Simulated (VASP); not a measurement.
Wanted: the native input for a VASP 6.6.1 run.

| Property | Result |
| --- | --- |
| Task | relaxation of cell and atoms |
| Functional | PBEsol |
| Potentials or basis | VASP PAW PBE potentials, release 64 (Al, Ga_d, As) |
| Cutoff | 600 eV |
| k mesh | 4 × 4 × 4 |
| Occupations | gaussian, width 0.02 eV |
| Spin | no spin polarisation |
| Dipole correction | no |
| Further INCAR settings | LREAL = Auto; ALGO = Normal; EDIFF = 1e-06; IBRION = 2; EDIFFG = -0.005; NSW = 100; ISIF = 3 |

The structure of Al3Ga5As8 lies in POSCAR:

```
Al3Ga5As8
1.0
   -5.6563625000      5.6563625000      0.0000000000
   -5.6563625000      0.0000000000      5.6563625000
    0.0000000000      5.6563625000      5.6563625000
Al Ga As
3 5 8
Direct
    0.0000000000      0.0000000000      0.0000000000
    0.5000000000      0.0000000000      0.0000000000
    0.0000000000      0.5000000000      0.0000000000
    0.0000000000      0.0000000000      0.5000000000
    0.5000000000      0.5000000000      0.0000000000
    0.5000000000      0.0000000000      0.5000000000
    0.0000000000      0.5000000000      0.5000000000
    0.5000000000      0.5000000000      0.5000000000
    0.8750000000      0.8750000000      0.3750000000
    0.3750000000      0.8750000000      0.3750000000
    0.8750000000      0.3750000000      0.3750000000
    0.8750000000      0.8750000000      0.8750000000
    0.3750000000      0.3750000000      0.3750000000
    0.3750000000      0.8750000000      0.8750000000
    0.8750000000      0.3750000000      0.8750000000
    0.3750000000      0.3750000000      0.8750000000
```

One way to write it, as run:

INCAR

```
SYSTEM = Al3Ga5As8
  PREC = Accurate
  ENCUT = 600
  EDIFF = 1E-6
  ISMEAR = 0
  SIGMA = 0.02
  LREAL = Auto
  LASPH = .TRUE.
  NELM = 80
  ALGO = Normal
  ISIF = 3
  LWAVE = .FALSE.
  LCHARG = .FALSE.
  GGA = PS
  IBRION = 2
  NSW = 100
  EDIFFG = -0.005
```

KPOINTS

```
Automatic mesh
0
G
  4 4 4
  0 0 0
```

Potentials or basis: VASP PAW PBE potentials, release 64 (Al, Ga_d, As).

Run with:

```bash
$ cat potpaw_PBE.64/Al/POTCAR potpaw_PBE.64/Ga_d/POTCAR potpaw_PBE.64/As/POTCAR > POTCAR
$ mpirun -np 1 vasp_std > vasp.out
```

Results of the run:

The relaxed volume is 22.79 Å³/atom and the relaxed cell is a = 8.019 Å, b = 8.019 Å, c = 8.019 Å, α = 60.00°, β = 60.00°, γ = 60.00°. The space group after relaxing (to 0.1 Å) is R3m (No. 160). The energy gained by relaxing is 0.3 meV/atom. The ionic steps are 6 and the pressure after relaxing is 0.0 GPa. The largest force after relaxing is 0.005 eV/Å. The band gap on the k mesh is 0.73 eV.

Caveat: the PAW data sets were made with another functional, which shifts forces and pressure a little.

Wall time 49 min on 1 thread of Oxide Virtual Turin-like Processor (shared host), peak memory 0.73 GiB.
